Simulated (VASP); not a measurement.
# Cs3B4 (P-43m) in VASP: further runs

The runs below take Cs3B4 through single point, relaxation of cell and atoms, with PBE.

All numbers are computed with VASP 6.6.1; they aren't measurements. Logs are shortened: lines on timing, memory, paths and dates and some standing lists are left out, and cuts for length are marked.

## Step 1: The cell of the first run

The structure is cubic, space group P-43m (No. 215). The conventional cell has a = 5.979 Å, b = 5.979 Å, c = 5.979 Å, α = 90.00°, β = 90.00°, γ = 90.00°. Within 4.5 Å of Cs (site symmetry -42m) lie 12 B at 3.42 to 4.36 Å and 8 Cs at 4.23 Å. B (site symmetry 3m) has 3 B at 1.73 Å within 2.3 Å.

The cell was generated, and may not be a known phase.

## Step 2: Single point, PBE

File INCAR:

```
SYSTEM = Cs3B4
ALGO = Normal ; EDIFF = 1E-6
ENCUT = 520 ; GGA = PE
ISIF = 2 ; ISMEAR = 0
LASPH = .True. ; LCHARG = .False.
LREAL = .False. ; LWAVE = .False.
NBANDS = 28 ; NELM = 100
PREC = Accurate ; SIGMA = 0.1
```

File KPOINTS:

```
k-points
0
Gamma
  6 6 6
  0 0 0
```

File POSCAR:

```
Cs3B4
1.0
    5.9785347118      0.0000000000      0.0000000000
    0.0000000000      5.9785347118      0.0000000000
    0.0000000000      0.0000000000      5.9785347118
Cs B
3 4
Direct
    0.0000000000      0.0000000000      0.5000000000
    0.5000000000      0.0000000000      0.0000000000
    0.0000000000      0.5000000000      0.0000000000
    0.6024785446      0.6024785446      0.6024785446
    0.3975214554      0.3975214554      0.6024785446
    0.3975214554      0.6024785446      0.3975214554
    0.6024785446      0.3975214554      0.3975214554
```

Potentials or basis: VASP PAW PBE potentials, release 64 (Cs_sv, B).

Started as:

```bash
cat potpaw_PBE.64/Cs_sv/POTCAR potpaw_PBE.64/B/POTCAR > POTCAR
mpirun -np 1 vasp_std > vasp.out
```

OUTCAR:

```text
SYSTEM = Cs3B4
   EDIFF = 1E-6
   ENCUT = 520
   GGA = PE
   ISIF = 2
   ISMEAR = 0
   LASPH = .True.
   LREAL = .False.
   NELM = 100
   PREC = Accurate

 ion  position               nearest neighbor table
   1  0.000  0.000  0.500-
   2  0.500  0.000  0.000-
   3  0.000  0.500  0.000-
   4  0.602  0.602  0.602-   5 1.73   6 1.73   7 1.73
   5  0.398  0.398  0.602-   4 1.73   6 1.73   7 1.73
   6  0.398  0.602  0.398-   4 1.73   5 1.73   7 1.73
   7  0.602  0.398  0.398-   4 1.73   5 1.73   6 1.73

  LATTYP: Found a simple cubic cell.
 ALAT       =     5.9785347118

  Lattice vectors:

 A1 = (   5.9785347118,   0.0000000000,   0.0000000000)
 A2 = (   0.0000000000,   5.9785347118,   0.0000000000)
 A3 = (   0.0000000000,   0.0000000000,   5.9785347118)

Analysis of symmetry for initial positions (statically):
=====================================================================
 Subroutine PRICEL returns:
 Original cell was already a primitive cell.

 Routine SETGRP: Setting up the symmetry group for a
 simple cubic supercell.

 Subroutine GETGRP returns: Found 24 space group operations
 (whereof 24 operations were pure point group operations)
 out of a pool of 48 trial point group operations.

The static configuration has the point symmetry T_d .

Analysis of symmetry for dynamics (positions and initial velocities):
=====================================================================
 Subroutine PRICEL returns:
 Original cell was already a primitive cell.

 Routine SETGRP: Setting up the symmetry group for a
 simple cubic supercell.

 Subroutine GETGRP returns: Found 24 space group operations
 (whereof 24 operations were pure point group operations)
 out of a pool of 48 trial point group operations.

The dynamic configuration has the point symmetry T_d .

 Subroutine INISYM returns: Found 24 space group operations
 (whereof 24 operations are pure point group operations),
 and found     1 'primitive' translations

----------------------------------------------------------------------------------------

                                     Primitive cell

  volume of cell :     213.6900

[... 92 lines left out ...]
   NELM   =    100;   NELMIN=  2; NELMDL= -5     # of ELM steps
   EDIFF  = 0.1E-05   stopping-criterion for ELM
   LREAL  =      F    real-space projection
   EDIFFG = 0.1E-04   stopping-criterion for IOM
   NSW    =      0    number of steps for IOM
   IBRION =     -1    ionic relax: 0-MD 1-quasi-New 2-CG
   NFREE  =      0    steps in history (QN), initial steepest desc. (CG)
   ISIF   =      2    stress and relaxation
   ISYM   =      2    0-nonsym 1-usesym 2-fastsym
   POTIM  = 0.5000    time-step for ionic-motion
   TEBEG  =    0.0;   TEEND  =   0.0 temperature during run
   PSTRESS=    0.0 pullay stress
   NELECT =      39.0000    total number of electrons
   NUPDOWN=      -1.0000    fix difference up-down
   EMIN   =  10.00;   EMAX   =-10.00  energy-range for DOS
   EFERMI =   0.00;   METHOD = LEGACY
   ISMEAR =     0;   SIGMA  =   0.10  broadening in eV -4-tet -1-fermi 0-gaus
   EFERMI_NEDOS =   21; number of points for ismear=-14 and -15
   IALGO  =     38    algorithm
   IMIX   =      4    mixing-type and parameters
     AMIX     =   0.40;   BMIX     =  1.00
     AMIX_MAG =   1.60;   BMIX_MAG =  1.00
  volume/ion in A,a.u.               =      30.53       206.01
  Fermi-wavevector in a.u.,A,eV,Ry     =   0.928613  1.754825 11.732615  0.862323
  Thomas-Fermi vector in A             =   2.054809
   LORBIT       =      0    0 simple, 1 ext, 2 COOP (PROOUT), +10 PAW based schemes
   GGA     = PE    functional components
   LHFCALC =     F    Hartree Fock is set to
   AEXX    =    0.0000 exact exchange contribution
   IVDW    =     0    specifies the selected vdW correction
   LEPSILON=     F    determine dielectric tensor
   LRPA    =     F    only Hartree local field effects (RPA)
 non-spin polarized calculation
 Gauss-broadening in eV      SIGMA  =   0.10
  energy-cutoff  :      520.00
  volume of cell :      213.69
 maximum number of plane-waves:      5832
 NGX is ok and might be reduce to    48
   NGX = 23   NGY = 23   NGZ = 23

 number of electron      38.9999995 magnetization

 Free energy of the ion-electron system (eV)
  ---------------------------------------------------
  ext. energy  EPLUGINS =         0.00000000
  ---------------------------------------------------
  free energy    TOTEN  =       -21.46065356 eV

  energy without entropy =      -21.40107835  energy(sigma->0) =      -21.43086596

 E-fermi :   2.0313     XC(G=0):  -7.9223

 val. band max:        2.0157200480   @ k =   0.3333   0.1667   0.1667
 cond. band min:       2.0568403825   @ k =   0.1667   0.0000   0.0000
 fundamental gap:      0.0411203346
 Fermi energy:         2.0312612665

 k-point     1 :       0.0000    0.0000    0.0000
  band No.  band energies     occupation
      1     -20.7098      2.00000
      2     -20.5462      2.00000
      3     -20.5462      2.00000
      4     -10.5168      2.00000
      5      -8.0445      2.00000
      6      -8.0445      2.00000
[... 609 lines left out ...]
     27       5.8938      0.00000
     28       5.8938      0.00000

------------------------ aborting loop because EDIFF is reached ----------------------------------------

  FORCE on cell =-STRESS in cart. coord.  units (eV):
  Direction    XX          YY          ZZ          XY          YZ          ZX
  --------------------------------------------------------------------------------------
  -------------------------------------------------------------------------------------
  Total        0.1373641      0.1373641      0.1373641      0.0000000     -0.0000000      0.0000000
  in kB        1.0299105      1.0299105      1.0299105      0.0000000     -0.0000000      0.0000000
  external PRESSURE =       1.0299105 kB  Pullay stress =       0.0000000 kB

 VOLUME and BASIS-vectors are now :
 -----------------------------------------------------------------------------
  energy-cutoff  :      520.00
  volume of cell :      213.69
      direct lattice vectors                 reciprocal lattice vectors
     5.978534712  0.000000000  0.000000000     0.167265065  0.000000000  0.000000000
     0.000000000  5.978534712  0.000000000     0.000000000  0.167265065  0.000000000
     0.000000000  0.000000000  5.978534712     0.000000000  0.000000000  0.167265065

 POSITION                                       TOTAL-FORCE (eV/Angst)
 -----------------------------------------------------------------------------------
      0.00000      0.00000      2.98927         0.000000     -0.000000     -0.000000
      2.98927      0.00000      0.00000         0.000000     -0.000000     -0.000000
      0.00000      2.98927      0.00000         0.000000     -0.000000     -0.000000
      3.60194      3.60194      3.60194         0.012043      0.012043      0.012043
      2.37660      2.37660      3.60194        -0.012043     -0.012043      0.012043
      2.37660      3.60194      2.37660        -0.012043      0.012043     -0.012043
      3.60194      2.37660      2.37660         0.012043     -0.012043     -0.012043
 -----------------------------------------------------------------------------------
    total drift:                               -0.000000     -0.000000     -0.000000

  FREE ENERGIE OF THE ION-ELECTRON SYSTEM (eV)
  ---------------------------------------------------
  free  energy   TOTEN  =       -21.4606535624 eV

  energy  without entropy=      -21.4010783499  energy(sigma->0) =      -21.43086596
```

OSZICAR:

```text
N       E                     dE             d eps       ncg     rms          rms(c)
DAV:   1     0.232039017138E+03    0.23204E+03   -0.15500E+04  1120   0.113E+03
DAV:   2    -0.476917963576E+01   -0.23681E+03   -0.23131E+03  1520   0.202E+02
DAV:   3    -0.266072299200E+02   -0.21838E+02   -0.21666E+02  1292   0.654E+01
DAV:   4    -0.269452668525E+02   -0.33804E+00   -0.33730E+00  1544   0.943E+00
DAV:   5    -0.269479416160E+02   -0.26748E-02   -0.26742E-02  1432   0.818E-01    0.753E+00
DAV:   6    -0.216966297734E+02    0.52513E+01   -0.20341E+01  1320   0.136E+01    0.371E+00
DAV:   7    -0.215089282140E+02    0.18770E+00   -0.41688E+00  1392   0.610E+00    0.191E+00
DAV:   8    -0.214648211300E+02    0.44107E-01   -0.20138E-01  1276   0.167E+00    0.859E-01
DAV:   9    -0.214664830169E+02   -0.16619E-02   -0.16899E-01  1436   0.133E+00    0.479E-01
DAV:  10    -0.214607539237E+02    0.57291E-02   -0.10863E-02  1308   0.332E-01    0.250E-01
DAV:  11    -0.214609772064E+02   -0.22328E-03   -0.15122E-02  1340   0.303E-01    0.102E-01
DAV:  12    -0.214605565520E+02    0.42065E-03   -0.12995E-03  1292   0.123E-01    0.376E-02
DAV:  13    -0.214606344910E+02   -0.77939E-04   -0.45559E-04  1248   0.794E-02    0.124E-02
DAV:  14    -0.214606431557E+02   -0.86648E-05   -0.16843E-05  1356   0.178E-02    0.104E-02
DAV:  15    -0.214606526318E+02   -0.94761E-05   -0.33580E-05  1240   0.215E-02    0.260E-03
DAV:  16    -0.214606538010E+02   -0.11692E-05   -0.35954E-06  1120   0.708E-03    0.238E-03
DAV:  17    -0.214606535624E+02    0.23861E-06   -0.10892E-06   916   0.426E-03
   1 F= -.21460654E+02 E0= -.21430866E+02  d E =-.595752E-01
```

Wall time 77 s (1 thread of Intel Xeon 6975P-C (Granite Rapids), shared host); peak memory 0.37 GiB.

Results:

```yaml
Free_energy: -21.4607 eV
Pressure: 0.1 GPa
Largest_force: 0.021 eV/Å
Band_gap_on_the_k_mesh: zero (an odd number of electrons rules out a gap without spin polarisation)
```

Forces on the atoms (eV/Å):
```
Cs   0.000  0.000  0.000
Cs   0.000  0.000  0.000
Cs   0.000  0.000  0.000
B    0.012  0.012  0.012
B   -0.012 -0.012  0.012
B   -0.012  0.012 -0.012
B    0.012 -0.012 -0.012
```

Caveat: spin-orbit coupling is left out, which moves the levels of the heavy elements.

## Step 3: Relaxation of cell and atoms, PBE

File INCAR:

```
  PREC = Accurate
  ENCUT = 600
  EDIFF = 1E-6
  ISMEAR = 0
  SIGMA = 0.1
  LREAL = False
  LASPH = True
  NELM = 100
  ALGO = Normal
  ISIF = 3
  LWAVE = False
  LCHARG = False
  GGA = PE
  IBRION = 2
  NSW = 100
  EDIFFG = -0.01
```

File KPOINTS:

```
regular mesh
0
Gamma
  6 6 6
```

POSCAR is that of step 2.

Potentials or basis: VASP PAW PBE potentials, release 64 (Cs_sv, B).

Started as:

```bash
cat potpaw_PBE.64/Cs_sv/POTCAR potpaw_PBE.64/B/POTCAR > POTCAR
mpirun -np 1 vasp_std > vasp.out
```

OUTCAR:

```text
PREC = Accurate
   ENCUT = 600
   EDIFF = 1E-6
   ISMEAR = 0
   LREAL = False
   LASPH = True
   NELM = 100
   ISIF = 3
   GGA = PE
   IBRION = 2
   NSW = 100
   EDIFFG = -0.01

 ion  position               nearest neighbor table
   1  0.000  0.000  0.500-
   2  0.500  0.000  0.000-
   3  0.000  0.500  0.000-
   4  0.602  0.602  0.602-   5 1.73   6 1.73   7 1.73
   5  0.398  0.398  0.602-   4 1.73   6 1.73   7 1.73
   6  0.398  0.602  0.398-   4 1.73   5 1.73   7 1.73
   7  0.602  0.398  0.398-   4 1.73   5 1.73   6 1.73

  LATTYP: Found a simple cubic cell.
 ALAT       =     5.9785347118

[... 190 lines left out ...]

  FORCE on cell =-STRESS in cart. coord.  units (eV):
  Direction    XX          YY          ZZ          XY          YZ          ZX
  --------------------------------------------------------------------------------------
  -------------------------------------------------------------------------------------
  Total        0.1380052      0.1380052      0.1380052      0.0000000      0.0000000      0.0000000
  in kB        1.0347173      1.0347173      1.0347173      0.0000000      0.0000000      0.0000000
  external PRESSURE =       1.0347173 kB  Pullay stress =       0.0000000 kB
[... 151 lines left out ...]
--------------------------------------- Ionic step        5  -------------------------------------------

 number of electron      38.9999995 magnetization

 Free energy of the ion-electron system (eV)
  ---------------------------------------------------
  ext. energy  EPLUGINS =         0.00000000
  ---------------------------------------------------
  free energy    TOTEN  =       -21.46354075 eV

  energy without entropy =      -21.40348013  energy(sigma->0) =      -21.43351044

 E-fermi :   1.9960     XC(G=0):  -7.8883

 val. band max:        1.9802950869   @ k =   0.3333   0.1667   0.1667
 cond. band min:       2.0233954715   @ k =   0.1667   0.0000   0.0000
 fundamental gap:      0.0431003846
 Fermi energy:         1.9960310283

 k-point     1 :       0.0000    0.0000    0.0000
  band No.  band energies     occupation
      1     -20.7504      2.00000
      2     -20.5920      2.00000
      3     -20.5920      2.00000
      4     -10.5401      2.00000
      5      -8.0755      2.00000
      6      -8.0755      2.00000
[... 543 lines left out ...]
  FREE ENERGIE OF THE ION-ELECTRON SYSTEM (eV)
  ---------------------------------------------------
  free  energy   TOTEN  =       -21.4635407517 eV

  energy  without entropy=      -21.4034801298  energy(sigma->0) =      -21.43351044

 reached required accuracy - stopping structural energy minimisation
```

Wall time 2.9 min (1 thread of Intel Xeon 6975P-C (Granite Rapids), shared host); peak memory 0.39 GiB.

Results:

| Item | Value |
| --- | --- |
| Free energy | -21.4635 eV |
| Relaxed volume | 30.78 Å³/atom |
| Relaxed cell | a = 5.995 Å, b = 5.995 Å, c = 5.995 Å, α = 90.00°, β = 90.00°, γ = 90.00° |
| Space group after relaxing (to 0.1 Å) | P-43m (No. 215) |
| Energy gained by relaxing | 0.1 meV/atom |
| Ionic steps | 5 |
| Pressure after relaxing | 0.0 GPa |

The path:
```tsv
step	energy change (eV)	largest force (eV/Å)	pressure (GPa)	volume (Å³)
1	0.0000	0.0186	0.10	213.69
2	-0.0002	0.0431	0.02	214.30
3	-0.0002	0.0327	0.03	214.20
4	-0.0004	0.0205	0.02	214.69
5	-0.0005	0.0004	0.00	215.48
```

Final structure:
```yaml
crystal:
  lattice:
    - [5.99516, 0.00000, 0.00000]
    - [0.00000, 5.99516, 0.00000]
    - [0.00000, 0.00000, 5.99516]
  atoms:
    - { symbol: Cs, position: [0.00000, 0.00000, 0.50000] }
    - { symbol: Cs, position: [0.50000, 0.00000, 0.00000] }
    - { symbol: Cs, position: [0.00000, 0.50000, 0.00000] }
    - { symbol: B, position: [0.60228, 0.60228, 0.60228] }
    - { symbol: B, position: [0.39772, 0.39772, 0.60228] }
    - { symbol: B, position: [0.39772, 0.60228, 0.39772] }
    - { symbol: B, position: [0.60228, 0.39772, 0.39772] }
```

Levels at points of the mesh, in eV from the Fermi level:
```
           k point  band 17  band 18  band 19  band 20  band 21  band 22  band 23
(0.00, 0.00, 0.00)    -2.77    -0.53    -0.53    -0.32    -0.32    -0.32    -0.17
(0.50, 0.00, 0.00)    -2.00    -0.30     0.04     0.25     0.25     0.39     0.78
(0.50, 0.50, 0.00)    -1.81    -0.28     0.15     0.15     0.27     0.78     1.94
(0.50, 0.50, 0.50)    -2.27    -0.56    -0.56    -0.56     0.53     0.53     2.45
```

Caveat: the highest band is partly filled, so the run has too few bands; spin-orbit coupling is left out, which moves the levels of the heavy elements.

## Step 4: Single point, PBE

File INCAR:

```
SYSTEM = Cs3B4
  ALGO = Normal
  EDIFF = 1E-6
  ENCUT = 520
  GGA = PE
  ISIF = 2
  ISMEAR = 0
  LASPH = .TRUE.
  LCHARG = .TRUE.
  LELF = .TRUE.
  LREAL = .FALSE.
  LVHAR = .TRUE.
  LWAVE = .FALSE.
  NBANDS = 28
  NELM = 100
  PREC = Accurate
  SIGMA = 0.1
```

File KPOINTS:

```
k-points
0
G
  4 4 4
  0 0 0
```

POSCAR is that of step 3.

Started as:

```bash
cat potpaw_PBE.64/Cs_sv/POTCAR potpaw_PBE.64/B/POTCAR > POTCAR
mpirun -np 1 vasp_std > vasp.out
```

Wall time 42 s (1 thread of Intel Xeon 6975P-C (Granite Rapids), shared host); peak memory 0.33 GiB.

Results (log left out):

```yaml
Free_energy: -21.4666 eV
Pressure: 0.1 GPa
Largest_force: 0.018 eV/Å
Band_gap_on_the_k_mesh: zero (an odd number of electrons rules out a gap without spin polarisation)
```

Forces in eV/Å, atoms in the order of the input:
```
Cs   0.000  0.000  0.000
Cs   0.000  0.000  0.000
Cs   0.000  0.000  0.000
B    0.010  0.010  0.010
B   -0.010 -0.010  0.010
B   -0.010  0.010 -0.010
B    0.010 -0.010 -0.010
```

Levels at points of the mesh, in eV from the Fermi level:
| k point | band 18 | band 19 | band 20 | band 21 | band 22 | band 23 |
| --- | --- | --- | --- | --- | --- | --- |
| (0.00, 0.00, 0.00) | -0.53 | -0.53 | -0.30 | -0.30 | -0.30 | -0.15 |
| (0.50, 0.00, 0.00) | -0.28 | 0.06 | 0.28 | 0.28 | 0.40 | 0.81 |
| (0.50, 0.50, 0.00) | -0.26 | 0.17 | 0.17 | 0.28 | 0.80 | 1.99 |
| (0.50, 0.50, 0.50) | -0.54 | -0.54 | -0.54 | 0.54 | 0.54 | 2.48 |

Caveat: spin-orbit coupling is left out, which moves the levels of the heavy elements.

## Step 5: Summary

```csv
task,cell,k mesh,cutoff (eV),gap on the mesh (eV),pressure (GPa),largest force (eV/Å)
single point,"a = 5.979 Å, 7 atoms",6 × 6 × 6,520,none,0.1,0.02
relaxation of cell and atoms,"relaxed from a = 5.979 Å, 7 atoms",6 × 6 × 6,600,-,0.0,-
single point,"a = 5.979 Å, 7 atoms",4 × 4 × 4,520,none,0.1,0.02
```

Alike in all rows: level PBE; potentials or basis VASP PAW PBE potentials, release 64 (Cs_sv, B); no spin polarisation; smearing gaussian 0.1 eV.

Caveats: spin-orbit coupling is left out, which moves the levels of the heavy elements; the highest band is partly filled, so the run has too few bands (at least some runs).

Total energies depend on the potentials used, so only differences within one code and one set of settings carry meaning.

The gap in the log of VASP goes by the Fermi energy; the results here count the filled bands.